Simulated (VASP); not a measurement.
LiH, 4 atoms in the cell. The structure is hexagonal, space group P6_3/mmc (No. 194). Conventional cell: a = 3.256 Å, b = 3.256 Å, c = 4.068 Å, α = 90.00°, β = 90.00°, γ = 120.00°. Li (site symmetry -6m2) has 5 H at 1.88 to 2.03 Å within 2.5 Å. Within 2.5 Å of H (site symmetry -6m2) lie 5 Li at 1.88 to 2.03 Å. 

| Quantity | Value |
| --- | --- |
| Program | VASP 6.6.1 |
| Task | single point |
| Functional | PBE |
| Potentials or basis | VASP PAW PBE potentials, release 64 (Li_sv, H) |
| Cutoff | 520 eV |
| k mesh | 6 × 6 × 4 |
| Occupations | gaussian, width 0.01 eV |
| Spin | no spin polarisation |
| Dipole correction | no |
| Further INCAR settings | ALGO = Normal; EDIFF = 1e-07; NBANDS = 12 |

Potentials or basis: VASP PAW PBE potentials, release 64 (Li_sv, H).

The run is started by

```console
$ cat potpaw_PBE.64/Li_sv/POTCAR potpaw_PBE.64/H/POTCAR > POTCAR
$ mpirun -np 1 vasp_std > vasp.out
```

Hardware: 1 thread of Intel(R) Xeon(R) 6975P-C (Granite Rapids), with other jobs on the host.

How long does it take, and how much memory?

Run time: 4.1 s on 1 thread of Intel(R) Xeon(R) 6975P-C (Granite Rapids), on a shared host, peak memory 0.14 GiB. Counts: scf iterations 14, k points 21.
